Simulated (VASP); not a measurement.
# PtSe2 (P-3m1) in VASP: a series of runs

Runs on PtSe2. Level: PBE. Tasks: density of states, electric field gradients.

Program: VASP 6.6.1. These are calculated values, not measurements. Logs are shortened: lines on timing, memory, paths and dates and some standing lists are left out, and cuts for length are marked.

## (1) The cell of the first run

It takes space group P-3m1 (No. 164, trigonal). Conventional cell: a = 3.724 Å, b = 3.724 Å, c = 5.062 Å, α = 90.00°, β = 90.00°, γ = 120.00°. Pt (site symmetry -3m) has 6 Se at 2.49 Å within 3.3 Å. Se (site symmetry 3m) has 3 Pt at 2.49 Å within 3.3 Å.

## (2) Density of states, PBE

File POSCAR:

```
PtSe2
1.0
    3.7240006046      0.0000000000      0.0000000000
   -1.8620003023      3.2250791273      0.0000000000
    0.0000000000      0.0000000000      5.0620000000
Pt Se
1 2
Direct
    0.0000000000      0.0000000000      0.0000000000
    0.3333333333      0.6666666667      0.2500000000
    0.6666666667      0.3333333333      0.7500000000
```

File INCAR.step1:

```
SYSTEM = PtSe2
PREC = Accurate ; ENCUT = 520
EDIFF = 1E-6 ; ISMEAR = -1
SIGMA = 0.05 ; LREAL = .FALSE.
LASPH = .TRUE. ; NELM = 100
ALGO = Normal ; ISIF = 2
LWAVE = .FALSE. ; LCHARG = .TRUE.
LMAXMIX = 4 ; GGA = PE
NBANDS = 18
```

File KPOINTS.step1:

```
regular mesh
0
G
  13 13 8
  0 0 0
```

File INCAR.step2:

```
SYSTEM = PtSe2
PREC = Accurate ; ENCUT = 520
EDIFF = 1E-6 ; ISMEAR = -5
SIGMA = 0.05 ; LREAL = .FALSE.
LASPH = .TRUE. ; NELM = 100
ALGO = Normal ; ISIF = 2
LWAVE = .FALSE. ; LCHARG = .FALSE.
LMAXMIX = 4 ; GGA = PE
LORBIT = 10 ; NEDOS = 2001
ICHARG = 11
```

File KPOINTS.step2:

```
regular mesh
0
G
  20 20 12
  0 0 0
```

Potentials or basis: VASP PAW PBE potentials, release 64 (Pt, Se).

Started as:

```bash
> cat potpaw_PBE.64/Pt/POTCAR potpaw_PBE.64/Se/POTCAR > POTCAR
> cp INCAR.step1 INCAR
> cp KPOINTS.step1 KPOINTS
> mpirun -np 1 vasp_std > vasp.out
> cp INCAR.step2 INCAR
> cp KPOINTS.step2 KPOINTS
> mpirun -np 1 vasp_std > vasp.out
```

OUTCAR:

```text
SYSTEM = PtSe2
   PREC = Accurate
   ENCUT = 520
   EDIFF = 1E-6
   ISMEAR = -5
   LREAL = .FALSE.
   LASPH = .TRUE.
   NELM = 100
   ISIF = 2
   GGA = PE
   LORBIT = 10
   ICHARG = 11

 ion  position               nearest neighbor table
   1  0.000  0.000  0.000-   2 2.49   3 2.49   3 2.49   2 2.49   3 2.49   2 2.49
   2  0.333  0.667  0.250-   1 2.49   1 2.49   1 2.49
   3  0.667  0.333  0.750-   1 2.49   1 2.49   1 2.49

  LATTYP: Found a hexagonal cell.
 ALAT       =     3.7240006046
 C/A-ratio  =     1.3592908642

  Lattice vectors:

 A1 = (   3.7240006046,   0.0000000000,   0.0000000000)
 A2 = (  -1.8620003023,   3.2250791273,   0.0000000000)
 A3 = (   0.0000000000,   0.0000000000,   5.0620000000)

Analysis of symmetry for initial positions (statically):
=====================================================================
 Subroutine PRICEL returns:
 Original cell was already a primitive cell.

 Routine SETGRP: Setting up the symmetry group for a
 hexagonal supercell.

 Subroutine GETGRP returns: Found 12 space group operations
 (whereof 12 operations were pure point group operations)
 out of a pool of 24 trial point group operations.

The static configuration has the point symmetry D_3d.

Analysis of symmetry for dynamics (positions and initial velocities):
=====================================================================
 Subroutine PRICEL returns:
 Original cell was already a primitive cell.

 Routine SETGRP: Setting up the symmetry group for a
 hexagonal supercell.

 Subroutine GETGRP returns: Found 12 space group operations
 (whereof 12 operations were pure point group operations)
 out of a pool of 24 trial point group operations.

The dynamic configuration has the point symmetry D_3d.

 Subroutine INISYM returns: Found 12 space group operations
 (whereof 12 operations are pure point group operations),
 and found     1 'primitive' translations

----------------------------------------------------------------------------------------

                                     Primitive cell

  volume of cell :      60.7956

  direct lattice vectors                    reciprocal lattice vectors
     3.724000605  0.000000000  0.000000000     0.268528420  0.155034956  0.000000000
    -1.862000302  3.225079127  0.000000000     0.000000000  0.310069912  0.000000000
     0.000000000  0.000000000  5.062000000     0.000000000  0.000000000  0.197550375

  length of vectors
     3.724000605  3.724000605  5.062000000     0.310069912  0.310069912  0.197550375

  position of ions in fractional coordinates (direct lattice)
     0.000000000  0.000000000  0.000000000
     0.333333333  0.666666667  0.250000000
     0.666666667  0.333333333  0.750000000

  ion indices of the primitive-cell ions
   primitive index   ion index
                 1           1
                 2           2
                 3           3

----------------------------------------------------------------------------------------

 KPOINTS: regular mesh

Automatic generation of k-mesh.
 Grid dimensions read from file:
 generate k-points for:   20   20   12

 Generating k-lattice:

  Cartesian coordinates                     Fractional coordinates (reciprocal lattice)
     0.013426421  0.007751748  0.000000000     0.050000000  0.000000000  0.000000000
     0.000000000  0.015503496  0.000000000     0.000000000  0.050000000  0.000000000
     0.000000000  0.000000000  0.016462531     0.000000000  0.000000000  0.083333333

  Length of vectors
     0.015503496  0.015503496  0.016462531

  Shift w.r.t. Gamma in fractional coordinates (k-lattice)
     0.000000000  0.000000000  0.000000000

 TETIRR: Found   7116 inequivalent tetrahedra from    28800

 Subroutine IBZKPT returns following result:
 ===========================================

 Found    473 irreducible k-points:

 Following reciprocal coordinates:
            Coordinates               Weight
  0.000000  0.000000  0.000000      1.000000
  0.050000 -0.000000  0.000000      6.000000
  0.100000 -0.000000  0.000000      6.000000
  0.150000 -0.000000  0.000000      6.000000
  0.200000 -0.000000  0.000000      6.000000
  0.250000 -0.000000  0.000000      6.000000
[... 16 lines left out ...]
  0.200000  0.100000  0.000000     12.000000
  0.250000  0.100000  0.000000     12.000000
 [... further k-points ...]
   k-points           NKPTS =    473   k-points in BZ     NKDIM =    473   number of bands    NBANDS=     15
   number of dos      NEDOS =   2001   number of ions     NIONS =      3
   total plane-waves  NPLWV =  31360
   dimension x,y,z NGX =    28 NGY =   28 NGZ =   40
   dimension x,y,z NGXF=    56 NGYF=   56 NGZF=   80
   ions per type =               1   2
   NGX,Y,Z   is equivalent  to a cutoff of  12.50, 12.50, 13.14 a.u.
   NGXF,Y,Z  is equivalent  to a cutoff of  25.00, 25.00, 26.27 a.u.
 SYSTEM =  PtSe2
   PREC   = accura    normal or accurate (medium, high low for compatibility)
   ISTART =      0    job   : 0-new  1-cont  2-samecut
   ICHARG =     11    charge: 1-file 2-atom 10-const
   ISPIN  =      1    spin polarized calculation?
   LNONCOLLINEAR =      F non collinear calculations
   LSORBIT =      F    spin-orbit coupling
   LASPH  =      T    aspherical Exc in radial PAW
   ENCUT  =  520.0 eV  38.22 Ry    6.18 a.u.   6.92  6.92  9.41*2*pi/ulx,y,z
   NELM   =    100;   NELMIN=  2; NELMDL=  0     # of ELM steps
   EDIFF  = 0.1E-05   stopping-criterion for ELM
   LREAL  =      F    real-space projection
   EDIFFG = 0.1E-04   stopping-criterion for IOM
   NSW    =      0    number of steps for IOM
   IBRION =     -1    ionic relax: 0-MD 1-quasi-New 2-CG
   NFREE  =      0    steps in history (QN), initial steepest desc. (CG)
   ISIF   =      2    stress and relaxation
   ISYM   =      2    0-nonsym 1-usesym 2-fastsym
   POTIM  = 0.5000    time-step for ionic-motion
   TEBEG  =    0.0;   TEEND  =   0.0 temperature during run
   PSTRESS=    0.0 pullay stress
   NELECT =      22.0000    total number of electrons
   NUPDOWN=      -1.0000    fix difference up-down
   EMIN   =  10.00;   EMAX   =-10.00  energy-range for DOS
   EFERMI =   0.00;   METHOD = LEGACY
   ISMEAR =    -5;   SIGMA  =   0.05  broadening in eV -4-tet -1-fermi 0-gaus
   EFERMI_NEDOS =   21; number of points for ismear=-14 and -15
   IALGO  =     38    algorithm
   IMIX   =      4    mixing-type and parameters
     AMIX     =   0.40;   BMIX     =  1.00
     AMIX_MAG =   1.60;   BMIX_MAG =  1.00
  volume/ion in A,a.u.               =      20.27       136.76
  Fermi-wavevector in a.u.,A,eV,Ry     =   1.166608  2.204570 18.517180  1.360974
  Thomas-Fermi vector in A             =   2.303119
   LORBIT       =     10    0 simple, 1 ext, 2 COOP (PROOUT), +10 PAW based schemes
   GGA     = PE    functional components
   LHFCALC =     F    Hartree Fock is set to
   AEXX    =    0.0000 exact exchange contribution
   IVDW    =     0    specifies the selected vdW correction
   LEPSILON=     F    determine dielectric tensor
   LRPA    =     F    only Hartree local field effects (RPA)
 non-spin polarized calculation
 Fermi weights with tetrahedron method with Bloechl corrections
  energy-cutoff  :      520.00
  volume of cell :       60.80
 maximum number of plane-waves:      1654

 number of electron      21.9999999 magnetization

 Free energy of the ion-electron system (eV)
  ---------------------------------------------------
  ext. energy  EPLUGINS =         0.00000000
  ---------------------------------------------------
  free energy    TOTEN  =       -14.18591214 eV

  energy without entropy =      -14.18591214  energy(sigma->0) =      -14.18591214

 E-fermi :   6.6058     XC(G=0): -10.6330

 val. band max:        6.6747356611   @ k =   0.0000   0.1500   0.1667
 cond. band min:       6.5634555751   @ k =   0.0000   0.2500   0.2500
 fundamental gap:     -0.1112800861
 Fermi energy:         6.6057525668

 k-point     1 :       0.0000    0.0000    0.0000
  band No.  band energies     occupation
      1      -9.1797      2.00000
      2      -6.3562      2.00000
      3      -0.6642      2.00000
      4       0.0433      2.00000
      5       0.0433      2.00000
      6       2.5039      2.00000
      7       2.5039      2.00000
      8       3.9472      2.00000
      9       5.4640      2.00000
     10       5.4640      2.00000
     11       6.9409      0.00000
     12       7.9993      0.00000
     13       7.9993      0.00000
     14      10.1474      0.00000
     15      10.7494      0.00000

 k-point     2 :       0.0500   -0.0000    0.0000
  band No.  band energies     occupation
      1      -9.1514      2.00000
      2      -6.3691      2.00000
      3      -0.6305      2.00000
      4       0.0618      2.00000
      5       0.0636      2.00000
      6       2.4683      2.00000
      7       2.4828      2.00000
      8       3.8925      2.00000
      9       5.3467      2.00000
     10       5.4399      2.00000
     11       6.8694     -0.03263
     12       7.9170      0.00000
     13       8.0029      0.00000
     14      10.3827      0.00000
     15      10.9230      0.00000
[... 365 lines left out ...]
      3       0.1309      2.00000
      4       0.4447      2.00000
      5       0.5725      2.00000
      6       1.3254      2.00000
      7       2.0018      2.00000
      8       3.0455      2.00000
      9       4.2219      2.00000
     10       4.3907      2.00000
     11       5.8359      2.00000
     12       7.5283      0.00000
     13       8.1912      0.00000
     14      11.6063      0.00000
     15      13.0040      0.00000

 k-point    24 :       0.2500    0.1000    0.0000
  band No.  band energies     occupation
      1      -8.2071      2.00000
      2      -6.7530      2.00000
      3       0.2250      2.00000
      4       0.4400      2.00000
      5       0.8072      2.00000
      6       1.0553      2.00000
      7       1.9970      2.00000
      8       2.9846      2.00000
      9       3.8861      2.00000
     10       4.1741      2.00000
     11       5.4573      2.00000
     12       7.4698      0.00000
     13       8.2299      0.00000
     14      11.3668      0.00000
     15      13.3251      0.00000

 [... further k-points ...]
[... 5 lines left out ...]
  --------------------------------------------------------------------------------------
  -------------------------------------------------------------------------------------
  Total        2.9378032      2.9378032      2.1697880      0.0000000      0.0000000      0.0000000
  in kB       77.4213997     77.4213997     57.1815099      0.0000000      0.0000000      0.0000000
  external PRESSURE =      70.6747698 kB  Pullay stress =       0.0000000 kB

 VOLUME and BASIS-vectors are now :
 -----------------------------------------------------------------------------
  energy-cutoff  :      520.00
  volume of cell :       60.80
      direct lattice vectors                 reciprocal lattice vectors
     3.724000605  0.000000000  0.000000000     0.268528420  0.155034956  0.000000000
    -1.862000302  3.225079127  0.000000000     0.000000000  0.310069912  0.000000000
     0.000000000  0.000000000  5.062000000     0.000000000  0.000000000  0.197550375

 POSITION                                       TOTAL-FORCE (eV/Angst)
 -----------------------------------------------------------------------------------
      0.00000      0.00000      0.00000         0.000000      0.000000      0.000000
     -0.00000      2.15005      1.26550        -0.000000      0.000000      0.557069
      1.86200      1.07503      3.79650        -0.000000      0.000000     -0.557069
 -----------------------------------------------------------------------------------
    total drift:                               -0.000000     -0.000000     -0.000000

  FREE ENERGIE OF THE ION-ELECTRON SYSTEM (eV)
  ---------------------------------------------------
  free  energy   TOTEN  =       -14.1859121391 eV

  energy  without entropy=      -14.1859121391  energy(sigma->0) =      -14.18591214

 total charge

# of ion       s       p       d       tot
------------------------------------------
    1        0.692   0.728   8.035   9.455
    2        1.485   2.249   0.070   3.804
    3        1.485   2.249   0.070   3.804
--------------------------------------------------
tot          3.661   5.226   8.175  17.062
```

Run time: 5.9 min. Hardware: 1 thread of AMD EPYC 7R43 (Zen 3), shared host; peak memory 0.5 GiB.

Results:

```
Valence electrons inside the program's atomic spheres : Pt 9.46; Se 3.80
```

Caveat: spin-orbit coupling is left out, which moves the levels of the heavy elements; tetrahedron occupations give inexact forces and stress in metals.

## (3) Electric field gradients, PBE

File INCAR:

```
SYSTEM = PtSe2
ALGO     = Normal         ! electronic algorithm
EDIFF    = 1E-8           ! SCF threshold, eV
ENCUT    = 520            ! plane-wave cutoff, eV
GGA      = PE             ! functional
ISIF     = 2              ! what is computed and relaxed
ISMEAR   = -1             ! smearing method
LASPH    = .TRUE.         ! aspherical terms in the spheres
LCHARG   = .FALSE.        ! write CHGCAR
LEFG     = .TRUE.       
LREAL    = .FALSE.        ! projectors in reciprocal space
LWAVE    = .FALSE.        ! write WAVECAR
NBANDS   = 18             ! bands
NELM     = 100            ! most SCF steps
PREC     = Accurate       ! precision mode
SIGMA    = 0.05           ! smearing width, eV
```

File KPOINTS:

```
k-points
0
G
  13 13 8
  0 0 0
```

POSCAR is that of step 2.

Potentials or basis: VASP PAW PBE potentials, release 64 (Pt, Se).

Started as:

```bash
> cat potpaw_PBE.64/Pt/POTCAR potpaw_PBE.64/Se/POTCAR > POTCAR
> mpirun -np 1 vasp_std > vasp.out
```

OUTCAR:

```text
SYSTEM = PtSe2
   EDIFF = 1E-8
   ENCUT = 520
   GGA = PE
   ISIF = 2
   ISMEAR = -1
   LASPH = .TRUE.
   LREAL = .FALSE.
   NELM = 100
   PREC = Accurate

 ion  position               nearest neighbor table
   1  0.000  0.000  0.000-   2 2.49   3 2.49   3 2.49   2 2.49   3 2.49   2 2.49
   2  0.333  0.667  0.250-   1 2.49   1 2.49   1 2.49
   3  0.667  0.333  0.750-   1 2.49   1 2.49   1 2.49

  LATTYP: Found a hexagonal cell.
 ALAT       =     3.7240006046
 C/A-ratio  =     1.3592908642

  Lattice vectors:

[... 722 lines left out ...]

  energy  without entropy=      -14.1829927419  energy(sigma->0) =      -14.18572218

 Electric field gradients (V/A^2)
---------------------------------------------------------------------
 ion       V_xx      V_yy      V_zz      V_xy      V_xz      V_yz
---------------------------------------------------------------------
   1     -71.738   -71.739   143.477    -0.000    -0.000     0.000
   2      26.135    26.135   -52.270    -0.000    -0.000     0.000
   3      26.135    26.135   -52.270    -0.000    -0.000     0.000
---------------------------------------------------------------------

 Electric field gradients after diagonalization (V/A^2)
 (convention: |V_zz| > |V_xx| > |V_yy|)
----------------------------------------------------------------------
 ion       V_xx      V_yy      V_zz     asymmetry (V_yy - V_xx)/ V_zz
----------------------------------------------------------------------
   1     -71.739   -71.738   143.477       0.000
   2      26.136    26.135   -52.270       0.000
   3      26.136    26.135   -52.270       0.000
----------------------------------------------------------------------

           NMR quadrupolar parameters

 Cq : quadrupolar parameter    Cq=e*Q*V_zz/h
 eta: asymmetry parameters     (V_yy - V_xx)/ V_zz
 Q  : nuclear electric quadrupole moment in mb (millibarn)
----------------------------------------------------------------------
 ion       Cq(MHz)       eta       Q (mb)
----------------------------------------------------------------------
   1       0.347       0.000       1.000
   2      -0.126       0.000       1.000
   3      -0.126       0.000       1.000
----------------------------------------------------------------------
```

OSZICAR:

```text
N       E                     dE             d eps       ncg     rms          rms(c)
DAV:   1     0.110693902267E+03    0.11069E+03   -0.10080E+04  5324   0.108E+03
DAV:   2    -0.977246957946E+01   -0.12047E+03   -0.11639E+03  6380   0.211E+02
DAV:   3    -0.149392331159E+02   -0.51668E+01   -0.51245E+01  6518   0.435E+01
DAV:   4    -0.149794977996E+02   -0.40265E-01   -0.40244E-01  6490   0.414E+00
DAV:   5    -0.149799104526E+02   -0.41265E-03   -0.41264E-03  6540   0.413E-01    0.131E+01
DAV:   6    -0.144010775817E+02    0.57883E+00   -0.40907E+00  5450   0.186E+01    0.797E+00
DAV:   7    -0.142079768192E+02    0.19310E+00   -0.79578E-01  5414   0.878E+00    0.399E+00
DAV:   8    -0.141902039564E+02    0.17773E-01   -0.45702E-02  5850   0.159E+00    0.812E-01
DAV:   9    -0.141882494063E+02    0.19546E-02   -0.65854E-03  6026   0.779E-01    0.169E-01
DAV:  10    -0.141884484946E+02   -0.19909E-03   -0.10135E-03  6230   0.209E-01    0.454E-02
DAV:  11    -0.141884496783E+02   -0.11837E-05   -0.48178E-05  6792   0.638E-02    0.248E-02
DAV:  12    -0.141884509986E+02   -0.13204E-05   -0.10152E-05  5740   0.222E-02    0.255E-03
DAV:  13    -0.141884514528E+02   -0.45413E-06   -0.75907E-07  7002   0.557E-03    0.175E-03
DAV:  14    -0.141884515212E+02   -0.68409E-07   -0.14236E-07  5856   0.278E-03    0.730E-04
DAV:  15    -0.141884515995E+02   -0.78362E-07   -0.13884E-08  5274   0.814E-04    0.160E-04
DAV:  16    -0.141884516105E+02   -0.10943E-07   -0.16323E-09  3306   0.302E-04    0.706E-05
DAV:  17    -0.141884516088E+02    0.16737E-08   -0.25321E-10  2980   0.104E-04
   1 F= -.14188452E+02 E0= -.14185722E+02  d E =-.545887E-02
```

stdout:

```text
POSCAR found type information on POSCAR PtSe
 POSCAR found :  2 types and       3 ions
 scaLAPACK will be used
 LDA part: xc-table for (Slater+PW92), standard interpolation
 POSCAR, INCAR and KPOINTS ok, starting setup
 FFT: planning ... GRIDC
 FFT: planning ... GRID_SOFT
 FFT: planning ... GRID
 WAVECAR not read
 entering main loop
ion   1

ion   2

ion   3
```

It took 2.5 min on 1 thread of AMD EPYC 7R43 (Zen 3), shared host; peak memory 0.26 GiB.

What came out:

```
Free energy            : -14.1885 eV
Pressure               : 7.3 GPa
Largest force          : 0.572 eV/Å
Band gap on the k mesh : zero (band 11 reaches 6.94 eV, above the bottom of band 12 at 6.48 eV)
```

Forces on the atoms (eV/Å):
```
Pt   0.000  0.000  0.000
Se   0.000  0.000  0.572
Se   0.000  0.000 -0.572
```

Stress tensor (GPa, compression positive):
```
7.98 0.00 0.00
0.00 7.98 0.00
0.00 0.00 5.93
```

Electric field gradients, principal values (V/Å²):
```
atom    least   middle  greatest (by size)
1 Pt  -71.738  -71.739             143.477
2 Se   26.135   26.136             -52.270
3 Se   26.135   26.136             -52.270
```

Caveat: without QUAD_EFG the Cq values of the log hold for a quadrupole moment of 1 mb, not for the nuclei; spin-orbit coupling is left out, which moves the levels of the heavy elements.
